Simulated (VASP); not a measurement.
Si3Mo:

```
Si Mo
1.0
    -1.88294    1.88294    4.20604
     1.88294   -1.88294    4.20604
     1.88294    1.88294   -4.20604
Si Mo
3 1
Cartesian
  0.0000 0.0000 4.2060
  1.8829 0.0000 2.1030
  0.0000 1.8829 2.1030
  0.0000 0.0000 0.0000
```

| Quantity | Value |
| --- | --- |
| Program | VASP 6.6.1 |
| Task | relaxation of cell and atoms |
| Functional | PBE |
| Potentials or basis | VASP PAW PBE potentials, release 64 (Si, Mo_sv) |
| Cutoff | 600 eV |
| k mesh | 6 × 6 × 6 |
| Occupations | gaussian, width 0.1 eV |
| Spin | no spin polarisation |

At the start: pressure -8.6 GPa; volume 14.91 Å³/atom.

How do energy, volume and symmetry change on relaxing?

Over 8 steps the energy falls by 51.9 meV/atom and the volume is 13.85 Å³/atom (-7.1 %); space group I4/mmm (No. 139, to 0.05 Å).

Step by step:
| step | energy change (eV) | largest force (eV/Å) | pressure (GPa) | volume (Å³) |
| --- | --- | --- | --- | --- |
| 1 | 0.0000 | 0.0000 | -8.59 | 59.65 |
| 2 | -0.1127 | 0.0000 | 7.29 | 52.99 |
| 3 | -0.1507 | 0.0000 | 0.93 | 55.03 |
| 4 | -0.1861 | 0.0000 | 0.99 | 55.04 |
| 5 | -0.1697 | 0.0000 | 1.45 | 54.89 |
| 6 | -0.2064 | 0.0000 | 1.07 | 55.00 |
| 7 | -0.2057 | 0.0000 | -1.29 | 55.88 |
| 8 | -0.2077 | 0.0000 | 0.01 | 55.39 |

Final structure:
```
CELL_PARAMETERS angstrom
-1.88752 1.88752 3.88685
1.88752 -1.88752 3.88685
1.88752 1.88752 -3.88685
ATOMIC_POSITIONS crystal
Si 0.50000 0.50000 0.00000
Si 0.25000 0.75000 0.50000
Si 0.75000 0.25000 0.50000
Mo 0.00000 0.00000 0.00000
```

Caveat: the k points lie up to 0.39 Å⁻¹ apart in the final cell.
